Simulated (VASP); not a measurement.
# RbBr (Fm-3m) in VASP: notebook

RbBr is run at these levels: HSE06; tasks: single point.

Everything below comes from runs of VASP 6.6.1. Logs are shortened: lines on timing, memory, paths and dates and some standing lists are left out, and cuts for length are marked.

### 1 The cell of the first run

It takes space group Fm-3m (No. 225, cubic). Conventional cell: a = 6.899 Å, b = 6.899 Å, c = 6.899 Å, α = 90.00°, β = 90.00°, γ = 90.00°. Rb (site symmetry m-3m) has 6 Br at 3.45 Å within 4.5 Å. Br (site symmetry m-3m) has 6 Rb at 3.45 Å within 4.5 Å.

### 2 Single point, HSE06

POSCAR

```
RbBr
1.0
    0.0000000000      3.4496960257      3.4496960257
    3.4496960257      0.0000000000      3.4496960257
    3.4496960257      3.4496960257      0.0000000000
Rb Br
1 1
Direct
    0.0000000000      0.0000000000      0.0000000000
    0.5000000000      0.5000000000      0.5000000000
```

INCAR.step1

```
  ALGO = Normal
  EDIFF = 1E-5
  ENCUT = 520
  GGA = PE
  ISIF = 2
  ISMEAR = -1
  LASPH = T
  LCHARG = F
  LREAL = F
  LWAVE = T
  NBANDS = 15
  NELM = 80
  PREC = Accurate
  SIGMA = 0.05
```

INCAR.step2

```
  ALGO = Normal
  EDIFF = 1E-6
  ENCUT = 520
  GGA = PE
  HFSCREEN = 0.2079
  ISIF = 2
  ISMEAR = -1
  ISTART = 1
  LASPH = T
  LCHARG = F
  LHFCALC = T
  LREAL = F
  LWAVE = F
  NBANDS = 15
  NELM = 80
  PREC = Accurate
  PRECFOCK = Normal
  SIGMA = 0.05
```

KPOINTS

```
k-points
0
Gamma
  4 4 4
```

Potentials or basis: VASP PAW PBE potentials, release 64 (Rb_sv, Br).

Run with:

```bash
cat potpaw_PBE.64/Rb_sv/POTCAR potpaw_PBE.64/Br/POTCAR > POTCAR
cp INCAR.step1 INCAR
mpirun -np 1 vasp_std > vasp.out
cp INCAR.step2 INCAR
mpirun -np 1 vasp_std > vasp.out
```

OUTCAR:

```text
EDIFF = 1E-6
   ENCUT = 520
   GGA = PE
   HFSCREEN = 0.2079
   ISIF = 2
   ISMEAR = -1
   ISTART = 1
   LASPH = T
   LHFCALC = T
   LREAL = F
   NELM = 80
   PREC = Accurate
   PRECFOCK = Normal

 ion  position               nearest neighbor table
   1  0.000  0.000  0.000-   2 3.45   2 3.45   2 3.45   2 3.45   2 3.45   2 3.45
   2  0.500  0.500  0.500-   1 3.45   1 3.45   1 3.45   1 3.45   1 3.45   1 3.45

  LATTYP: Found a face centered cubic cell.
 ALAT       =     6.8993920514

  Lattice vectors:

 A1 = (   0.0000000000,   3.4496960257,   3.4496960257)
 A2 = (   3.4496960257,   0.0000000000,   3.4496960257)
 A3 = (   3.4496960257,   3.4496960257,   0.0000000000)

Analysis of symmetry for initial positions (statically):
=====================================================================
 Subroutine PRICEL returns:
 Original cell was already a primitive cell.

 Routine SETGRP: Setting up the symmetry group for a
 face centered cubic supercell.

 Subroutine GETGRP returns: Found 48 space group operations
 (whereof 48 operations were pure point group operations)
 out of a pool of 48 trial point group operations.

The static configuration has the point symmetry O_h .

Analysis of symmetry for dynamics (positions and initial velocities):
=====================================================================
 Subroutine PRICEL returns:
 Original cell was already a primitive cell.

 Routine SETGRP: Setting up the symmetry group for a
 face centered cubic supercell.

 Subroutine GETGRP returns: Found 48 space group operations
 (whereof 48 operations were pure point group operations)
 out of a pool of 48 trial point group operations.

The dynamic configuration has the point symmetry O_h .

 Subroutine INISYM returns: Found 48 space group operations
 (whereof 48 operations are pure point group operations),
 and found     1 'primitive' translations

----------------------------------------------------------------------------------------

                                     Primitive cell

  volume of cell :      82.1055

  direct lattice vectors                    reciprocal lattice vectors
     0.000000000  3.449696026  3.449696026    -0.144940307  0.144940307  0.144940307
     3.449696026  0.000000000  3.449696026     0.144940307 -0.144940307  0.144940307
     3.449696026  3.449696026  0.000000000     0.144940307  0.144940307 -0.144940307
[... 83 lines left out ...]
   EFERMI_NEDOS =   21; number of points for ismear=-14 and -15
   IALGO  =     38    algorithm
   IMIX   =      1    mixing-type and parameters
     AMIX     =   0.40;   BMIX     =  1.00
     AMIX_MAG =   1.60;   BMIX_MAG =  1.00
  volume/ion in A,a.u.               =      41.05       277.04
  Fermi-wavevector in a.u.,A,eV,Ry     =   0.949126  1.793589 12.256682  0.900841
  Thomas-Fermi vector in A             =   2.077380
   LORBIT       =      0    0 simple, 1 ext, 2 COOP (PROOUT), +10 PAW based schemes
   GGA     = PE    functional components
   LHFCALC =     T    Hartree Fock is set to
   PRECFOCK=normal    Normal, Fast or Accurate (Low or Medium for compatibility)
   ENCUT4O =  -1.0   cutoff for four orbital integrals eV
   NKREDX  =     1    reduce k-point grid by
   NKREDY  =     1    reduce k-point grid by
   NKREDZ  =     1    reduce k-point grid by
   AEXX    =    0.2500 exact exchange contribution
   HFSCREEN=    0.2079 screening length (either q_TF or 0.3 A-1)
   HFSCREENC=   0.2079 screening length for correlation (either q_TF or 0.3 A-1)
   ENCUTFOCK=  -1.0 apply spherical cutoff to Coloumb kernel
   IVDW    =     0    specifies the selected vdW correction
   LEPSILON=     F    determine dielectric tensor
   LRPA    =     F    only Hartree local field effects (RPA)
 non-spin polarized calculation
  energy-cutoff  :      520.00
  volume of cell :       82.11
 maximum number of plane-waves:      2229
  NGX = 28; NGY = 28; NGZ = 28

 number of electron      15.9999998 magnetization

 Free energy of the ion-electron system (eV)
  ---------------------------------------------------
  ext. energy  EPLUGINS =         0.00000000
  ---------------------------------------------------
  free energy    TOTEN  =        -7.07046397 eV

  energy without entropy =       -7.07046397  energy(sigma->0) =       -7.07046397

 E-fermi :  -1.5904     XC(G=0):  -6.0144

 val. band max:       -2.6999677989   @ k =   0.0000   0.0000   0.0000
 cond. band min:       2.7683818908   @ k =   0.0000   0.0000   0.0000
 fundamental gap:      5.4683496898
 Fermi energy:        -1.5903978635

 k-point     1 :       0.0000    0.0000    0.0000
  band No.  band energies     occupation
      1     -28.8320      2.00000
      2     -15.8810      2.00000
      3     -11.7454      2.00000
      4     -11.7454      2.00000
      5     -11.7454      2.00000
      6      -2.7000      2.00000
      7      -2.7000      2.00000
      8      -2.7000      2.00000
      9       2.7684      0.00000
     10       5.8344      0.00000
     11       5.8344      0.00000
     12       5.8344      0.00000
     13       6.7957      0.00000
     14       6.7957      0.00000
[... 113 lines left out ...]
      2     -15.8485      2.00000
      3     -11.8690      2.00000
      4     -11.8690      2.00000
      5     -11.7229      2.00000
      6      -3.1909      2.00000
      7      -3.0605      2.00000
      8      -3.0605      2.00000
      9       5.5574      0.00000
     10       5.5574      0.00000
     11       6.8093      0.00000
     12       7.2246      0.00000
     13       9.5982      0.00000
     14       9.6296      0.00000
     15       9.6807      0.00000

------------------------ aborting loop because EDIFF is reached ----------------------------------------

  FORCE on cell =-STRESS in cart. coord.  units (eV):
  Direction    XX          YY          ZZ          XY          YZ          ZX
  --------------------------------------------------------------------------------------
  -------------------------------------------------------------------------------------
  Total        0.2337191      0.2337191      0.2337191      0.0000000      0.0000000     -0.0000000
  in kB        4.5607089      4.5607089      4.5607089      0.0000000      0.0000000     -0.0000000
  external PRESSURE =       4.5607089 kB  Pullay stress =       0.0000000 kB

 VOLUME and BASIS-vectors are now :
 -----------------------------------------------------------------------------
  energy-cutoff  :      520.00
  volume of cell :       82.11
      direct lattice vectors                 reciprocal lattice vectors
     0.000000000  3.449696026  3.449696026    -0.144940307  0.144940307  0.144940307
     3.449696026  0.000000000  3.449696026     0.144940307 -0.144940307  0.144940307
     3.449696026  3.449696026  0.000000000     0.144940307  0.144940307 -0.144940307

 POSITION                                       TOTAL-FORCE (eV/Angst)
 -----------------------------------------------------------------------------------
      0.00000      0.00000      0.00000         0.000000      0.000000      0.000000
      3.44970      3.44970      3.44970        -0.000000     -0.000000     -0.000000
 -----------------------------------------------------------------------------------
    total drift:                               -0.000002     -0.000003     -0.000003

  FREE ENERGIE OF THE ION-ELECTRON SYSTEM (eV)
  ---------------------------------------------------
  free  energy   TOTEN  =        -7.0704639654 eV

  energy  without entropy=       -7.0704639654  energy(sigma->0) =       -7.07046397
```

OSZICAR.step1:

```text
N       E                     dE             d eps       ncg     rms          rms(c)
DAV:   1     0.916857777118E+02    0.91686E+02   -0.67475E+03   240   0.913E+02
DAV:   2     0.181048938050E+00   -0.91505E+02   -0.84325E+02   335   0.166E+02
DAV:   3    -0.615276551287E+01   -0.63338E+01   -0.63071E+01   324   0.464E+01
DAV:   4    -0.632859698115E+01   -0.17583E+00   -0.17580E+00   373   0.696E+00
DAV:   5    -0.632944229772E+01   -0.84532E-03   -0.84531E-03   331   0.546E-01    0.282E+00
DAV:   6    -0.611012624041E+01    0.21932E+00   -0.26998E-01   310   0.235E+00    0.186E+00
DAV:   7    -0.609311338329E+01    0.17013E-01   -0.12666E-01   317   0.171E+00    0.947E-01
DAV:   8    -0.610504239197E+01   -0.11929E-01   -0.13897E-02   262   0.694E-01    0.110E-01
DAV:   9    -0.610542496055E+01   -0.38257E-03   -0.63114E-04   331   0.127E-01    0.709E-02
DAV:  10    -0.610586985254E+01   -0.44489E-03   -0.61253E-04   254   0.132E-01    0.303E-02
DAV:  11    -0.610586879183E+01    0.10607E-05   -0.37517E-05   303   0.302E-02
   1 F= -.61058688E+01 E0= -.61058688E+01  d E =-.113618E-10
```

Wall time 7.3 min (1 thread of Intel Xeon Platinum 8259CL at 2.50GHz (Skylake/Cascade Lake), shared host); peak memory 0.32 GiB.

Results:

| Quantity | Value |
| --- | --- |
| Free energy | -7.0705 eV |
| Pressure | 0.5 GPa |
| Band gap on the k mesh | 5.47 eV |

Levels at points of the mesh, in eV from the valence-band top:
| k point | band 6 | band 7 | band 8 | band 9 | band 10 | band 11 |
| --- | --- | --- | --- | --- | --- | --- |
| (0.00, 0.00, 0.00) | 0.00 | 0.00 | 0.00 | 5.47 | 8.53 | 8.53 |
| (0.50, 0.00, 0.00) | -0.99 | -0.35 | -0.35 | 7.90 | 8.90 | 10.85 |
| (0.50, 0.50, 0.00) | -0.50 | -0.17 | -0.17 | 6.77 | 8.34 | 10.32 |

Caveat: the PAW data sets were made with another functional, which shifts forces and pressure a little.

### 3 Single point, HSE06

This run uses another cell than the first one, of 41.86 Å³/atom.

POSCAR

```
RbBr
1.0
    0.0000000000      3.4720972769      3.4720972769
    3.4720972769      0.0000000000      3.4720972769
    3.4720972769      3.4720972769      0.0000000000
Rb Br
1 1
Direct
    0.0000000000      0.0000000000      0.0000000000
    0.5000000000      0.5000000000      0.5000000000
```

INCAR.step1

```
SYSTEM = RbBr
  ALGO = Normal
  EDIFF = 1E-5
  ENCUT = 520
  GGA = PE
  ISIF = 2
  ISMEAR = -1
  LASPH = .TRUE.
  LCHARG = .FALSE.
  LREAL = .FALSE.
  LWAVE = .TRUE.
  NBANDS = 15
  NELM = 100
  PREC = Accurate
  SIGMA = 0.05
```

INCAR.step2

```
SYSTEM = RbBr
  ALGO = Normal
  EDIFF = 1E-6
  ENCUT = 520
  GGA = PE
  HFSCREEN = 0.2079
  ISIF = 2
  ISMEAR = -1
  ISTART = 1
  LASPH = .TRUE.
  LCHARG = .FALSE.
  LHFCALC = .TRUE.
  LREAL = .FALSE.
  LWAVE = .FALSE.
  NBANDS = 15
  NELM = 100
  PREC = Accurate
  PRECFOCK = Normal
  SIGMA = 0.05
```

KPOINTS

```
k-points
0
G
  4 4 4
  0 0 0
```

Potentials or basis: VASP PAW PBE potentials, release 64 (Rb_sv, Br).

Run with:

```bash
cat potpaw_PBE.64/Rb_sv/POTCAR potpaw_PBE.64/Br/POTCAR > POTCAR
cp INCAR.step1 INCAR
mpirun -np 1 vasp_std > vasp.out
cp INCAR.step2 INCAR
mpirun -np 1 vasp_std > vasp.out
```

Wall time 7.4 min (1 thread of Intel Xeon Platinum 8259CL at 2.50GHz (Skylake/Cascade Lake), shared host); peak memory 0.35 GiB.

Results (log left out):

```yaml
Free_energy: -7.0737 eV
Pressure: 0.2 GPa
Band_gap_on_the_k_mesh: 5.42 eV
```

Levels at points of the mesh, in eV from the valence-band top:
```tsv
k point	band 6	band 7	band 8	band 9	band 10	band 11
(0.00, 0.00, 0.00)	0.00	0.00	0.00	5.42	8.52	8.52
(0.50, 0.00, 0.00)	-0.95	-0.33	-0.33	7.85	8.83	10.78
(0.50, 0.50, 0.00)	-0.49	-0.17	-0.17	6.79	8.26	10.22
```

Caveat: the PAW data sets were made with another functional, which shifts forces and pressure a little.

### 4 Single point, HSE06

This run uses another cell than the first one, of 42.66 Å³/atom.

POSCAR

```
RbBr
1.0
    0.0000000000      3.4942131424      3.4942131424
    3.4942131424      0.0000000000      3.4942131424
    3.4942131424      3.4942131424      0.0000000000
Rb Br
1 1
Direct
    0.0000000000      0.0000000000      0.0000000000
    0.5000000000      0.5000000000      0.5000000000
```

INCAR.step1

```
SYSTEM = RbBr
PREC = Accurate ; ENCUT = 520
EDIFF = 1E-5 ; ISMEAR = -1
SIGMA = 0.05 ; LREAL = .FALSE.
LASPH = .TRUE. ; NELM = 80
ALGO = Normal ; ISIF = 2
LWAVE = .TRUE. ; LCHARG = .FALSE.
NBANDS = 15 ; GGA = PE
```

INCAR.step2

```
SYSTEM = RbBr
PREC = Accurate ; ENCUT = 520
EDIFF = 1E-6 ; ISMEAR = -1
SIGMA = 0.05 ; LREAL = .FALSE.
LASPH = .TRUE. ; NELM = 80
ALGO = Normal ; ISIF = 2
LWAVE = .FALSE. ; LCHARG = .FALSE.
GGA = PE ; LHFCALC = .TRUE.
HFSCREEN = 0.2079 ; PRECFOCK = Normal
NBANDS = 15 ; ISTART = 1
```

KPOINTS

```
regular mesh
0
G
  4 4 4
  0 0 0
```

Run with:

```bash
cat potpaw_PBE.64/Rb_sv/POTCAR potpaw_PBE.64/Br/POTCAR > POTCAR
cp INCAR.step1 INCAR
mpirun -np 1 vasp_std > vasp.out
cp INCAR.step2 INCAR
mpirun -np 1 vasp_std > vasp.out
```

Run time: 7.8 min. Hardware: 1 thread of Intel Xeon Platinum 8259CL at 2.50GHz (Skylake/Cascade Lake), shared host; peak memory 0.35 GiB.

It converged, with:

| Quantity | Value |
| --- | --- |
| Free energy | -7.0744 eV |
| Pressure | -0.1 GPa |
| Band gap on the k mesh | 5.37 eV |

Levels at points of the mesh, in eV from the valence-band top:
```
           k point  band 5  band 6  band 7  band 8  band 9  band 10  band 11  band 12
(0.00, 0.00, 0.00)   -9.13    0.00    0.00    0.00    5.37     8.51     8.51     8.51
(0.50, 0.00, 0.00)   -9.08   -0.92   -0.32   -0.32    7.80     8.75    10.72    10.72
(0.50, 0.50, 0.00)   -9.19   -0.48   -0.17   -0.17    6.80     8.19    10.11    10.51
```

Caveat: the PAW data sets were made with another functional, which shifts forces and pressure a little.

### 5 The runs side by side

```csv
cell,gap on the mesh (eV),pressure (GPa)
"a = 4.879 Å, angles 60.0°, 2 atoms",5.47,0.5
"a = 4.910 Å, angles 60.0°, 2 atoms",5.42,0.2
"a = 4.942 Å, angles 60.0°, 2 atoms",5.37,-0.1
```

Alike in all rows: task single point; level HSE06; potentials or basis VASP PAW PBE potentials, release 64 (Rb_sv, Br); no spin polarisation; k mesh 4 × 4 × 4; cutoff (eV) 520; smearing fermi-dirac 0.05 eV.

Caveats: the PAW data sets were made with another functional, which shifts forces and pressure a little.

Absolute energies hang on the potentials; compare differences alone.
